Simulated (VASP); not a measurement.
The system is In.

```
CELL_PARAMETERS angstrom
3.26739 0.00000 0.00000
-1.63370 2.82965 0.00000
0.00000 0.00000 5.39668
ATOMIC_POSITIONS crystal
In 0.66667 0.33333 0.75000
In 0.33333 0.66667 0.25000
```

This cell differs from its parent crystal: volume scaled by 0.94.

Base run:

```yaml
Program: VASP 6.6.1
Functional: LDA
Potentials_or_basis: VASP PAW LDA potentials, release 64 (In_d)
Cutoff: 520 eV
k_mesh: 9 × 9 × 5
Occupations: fermi-dirac, width 0.05 eV
Spin: no spin polarisation
```

Its results: band gap on the k mesh zero (band 13 reaches 10.03 eV, above the bottom of band 14 at 5.79 eV); pressure -0.5 GPa.

Question: The run is repeated on the same cell with these changes: functional from LDA to r2SCAN; potentials or basis from VASP PAW LDA potentials, release 64 (In_d) to VASP PAW PBE potentials, release 64 (In_d). What comes out?

Answer: Band gap on the k mesh zero (band 13 reaches 10.48 eV, above the bottom of band 14 at 5.95 eV); pressure 2.7 GPa.

Caveats: spin-orbit coupling is left out, which moves the levels of the heavy elements; the PAW data sets were made with another functional, which shifts forces and pressure a little (some runs).
